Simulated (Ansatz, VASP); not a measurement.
**Two plane-wave programs on Al36O**

```
Al O
1.0
     0.00000    6.05839    6.05839
     6.05839    0.00000    6.05839
     8.07786    8.07786    0.00000
Al O
36 1
Direct
  0.00047 0.99891 0.99859
  0.00153 0.00000 0.24747
  0.00171 0.00017 0.49935
  0.00011 0.99854 0.75027
  0.00108 0.33594 0.99790
  0.00055 0.33502 0.24925
  0.99988 0.33524 0.49818
  0.98459 0.33816 0.75285
  0.00129 0.66605 0.99967
  0.00064 0.66807 0.24759
  0.99954 0.66916 0.49637
  0.00027 0.66875 0.74979
  0.33749 0.99953 0.99791
  0.33658 0.99899 0.24926
  0.33682 0.99831 0.49819
  0.33969 0.98301 0.75291
  0.33458 0.33304 0.00100
  0.33413 0.33254 0.24839
  0.34251 0.34108 0.48266
  0.34103 0.33947 0.75244
  0.33507 0.66505 0.00012
  0.33739 0.66886 0.24500
  0.33742 0.66728 0.49712
  0.33594 0.66678 0.74806
  0.66761 0.99973 0.99967
  0.66965 0.99907 0.24758
  0.67067 0.99802 0.49637
  0.67031 0.99870 0.74979
  0.66663 0.33353 0.00010
  0.67038 0.33582 0.24502
  0.66882 0.33586 0.49712
  0.66832 0.33437 0.74806
  0.66802 0.66647 0.99870
  0.66863 0.66705 0.24819
  0.66854 0.66697 0.49807
  0.66875 0.66721 0.74771
  0.25273 0.25114 0.68397
```

Alike in both runs: task single point; functional PBE; k mesh 4 × 4 × 3; occupations methfessel-paxton of order 1, width 0.1 eV; no spin polarisation.

```csv
,VASP,Ansatz
version,VASP 6.6.1,Ansatz 0.2.0
potentials or method,"VASP PAW PBE potentials, release 64 (Al, O), cutoff 520 eV",plane-wave PAW DFT
valence electrons in the cell,114,114
```

```csv
,VASP,Ansatz,Ansatz less VASP
rms of the force components (eV/Å),0.073,0.072,-0.0009
```

Atom by atom the forces differ by 0.002 eV/Å (rms over components). The functional is the same, so the differences come from potentials, cutoffs and numerics.
